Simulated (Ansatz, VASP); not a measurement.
HfB: VASP beside Ansatz

File INCAR:

```
SYSTEM = HfB
PREC = Accurate ; ENCUT = 520
EDIFF = 1E-6 ; ISMEAR = -1
SIGMA = 0.05 ; LREAL = .False.
LASPH = .True. ; NELM = 80
ALGO = Normal ; ISIF = 2
LWAVE = .False. ; LCHARG = .False.
GGA = PE ; NBANDS = 14
```

Contents of KPOINTS:

```
Automatic mesh
0
Gamma
  15 15 15
  0 0 0
```

The input POSCAR:

```
HfB
1.0
    0.0000000000      2.3100000000      2.3100000000
    2.3100000000      0.0000000000      2.3100000000
    2.3100000000      2.3100000000      0.0000000000
Hf B
1 1
Direct
    0.5000000000      0.5000000000      0.5000000000
    0.0432900433      0.0432900433     -0.0432900433
```

Input for Ansatz:

```yaml
crystal:
  lattice:
    - [0.0, 2.31, 2.31]
    - [2.31, 0.0, 2.31]
    - [2.31, 2.31, 0.0]
  atoms:
    - { symbol: Hf, position: [0.5, 0.5, 0.5] }
    - { symbol: B, position: [0.0432900433, 0.0432900433, -0.0432900433] }
kpoints:
  mp_grid: { grid: [15, 15, 15] }
scf:
  occupations: { method: fermi_dirac, width: 0.05 }
hamiltonian:
  xc: pbe
  pseudopotentials: { kind: all_electron, lapw: { basis_error: 0.00025 } }
output:
  forces: true
  stress: true
  eigenvalues: true
```

Alike in both runs: task single point; functional PBE; k mesh 15 × 15 × 15; occupations fermi-dirac, width 0.05 eV; no spin polarisation.

```csv
,VASP,Ansatz
version,VASP 6.6.1,Ansatz 0.2.0
potentials or method,"VASP PAW PBE potentials, release 64 (Hf_pv, B), cutoff 520 eV","all-electron LAPW, scalar-relativistic"
```

VASP gave:

| Property | Result |
| --- | --- |
| rms of the force components (eV/Å) | 1.525 |

What did Ansatz give for the same quantities?

rms of the force components (eV/Å): 1.516.

Atom by atom the forces differ by 0.009 eV/Å (rms over components). Ansatz ran all-electron here, and VASP with PAW potentials.

Spin-orbit coupling is off throughout.
